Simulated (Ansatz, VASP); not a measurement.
This is a calculation of CuO for VASP 6.6.1.

Contents of INCAR:

```
SYSTEM = CuO
ALGO = Normal ; EDIFF = 1E-6
EDIFFG = -0.01 ; ENCUT = 600
GGA = RP ; IBRION = 2
ISIF = 3 ; ISMEAR = -1
IVDW = 12 ; LASPH = .TRUE.
LCHARG = .FALSE. ; LREAL = .FALSE.
LWAVE = .FALSE. ; NELM = 60
NSW = 60 ; PREC = Accurate
SIGMA = 0.05
```

The input KPOINTS:

```
k-points
0
G
  10 10 5
  0 0 0
```

The input POSCAR:

```
CuO
1.0
    0.1896038200     -2.1722883700     -2.0431441000
   -2.0197235200      0.1062952100     -1.9598354900
    2.3832003700      2.2858393900     -4.3894430400
Cu O
2 2
Direct
    0.4562322400      0.5306856300      0.4854117400
    0.9742842800      0.9858673900      0.0243612000
    0.8016626700      0.7447211200      0.7392802400
    0.2678208100      0.2387258700      0.2509468100
```

Potentials or basis: VASP PAW PBE potentials, release 64 (Cu, O).

Launch:

```sh
$ cat potpaw_PBE.64/Cu/POTCAR potpaw_PBE.64/O/POTCAR > POTCAR
$ mpirun -np 1 vasp_std > vasp.out
```

Set up the same calculation for Ansatz 0.2.0. Potentials there: Ansatz PAW.

As run (the cutoff follows the program's own potentials):

Contents of input.yaml:

```yaml
crystal:
  lattice:
    - [0.18960382, -2.17228837, -2.0431441]
    - [-2.01972352, 0.10629521, -1.95983549]
    - [2.38320037, 2.28583939, -4.38944304]
  atoms:
    - { symbol: Cu, position: [0.45623224, 0.53068563, 0.48541174] }
    - { symbol: Cu, position: [0.97428428, 0.98586739, 0.0243612] }
    - { symbol: O, position: [0.80166267, 0.74472112, 0.73928024] }
    - { symbol: O, position: [0.26782081, 0.23872587, 0.25094681] }
hamiltonian:
  xc: rpbe
  pseudopotentials: { kind: paw }
  dispersion: d3bj
kpoints:
  mp_grid: { grid: [10, 10, 5] }
scf:
  occupations: { method: fermi_dirac, width: 0.05 }
output:
  forces: true
  stress: true
  eigenvalues: true
relax:
  f_tol: 0.01
  max_steps: 40
  cell: { stress_tol: 0.05 }
```

Potentials or basis: Ansatz PAW.

Launch:

```console
$ ansatz run input.yaml --threads 2 --pin off --max-ram 5632MiB --backend cpu --events-out ev --progress --plain --runs-dir out
```

Both were run:

|  | VASP | Ansatz | Ansatz less VASP |
| --- | --- | --- | --- |
| gap on the k mesh at the Fermi level, each at its own relaxed structure (eV) | none | none | - |
| relaxed volume (Å³/atom) | 8.76 | 8.84 | +0.085 |
| relaxed length of the cell vector where the two differ most in proportion (Å) | 2.971 | 2.857 | -0.1132 |

VASP's potentials were made for PBE, not for RPBE. A gap of «none» marks a metal or a gap that the smearing closes. VASP's potentials hold 34 valence electrons a cell and Ansatz's 50, so a difference there can come from the potentials and not from the codes.

Noted on Ansatz's run: the plane-wave basis is chosen anew once the cell has moved, so the energies of steps on either side of that aren't comparable.
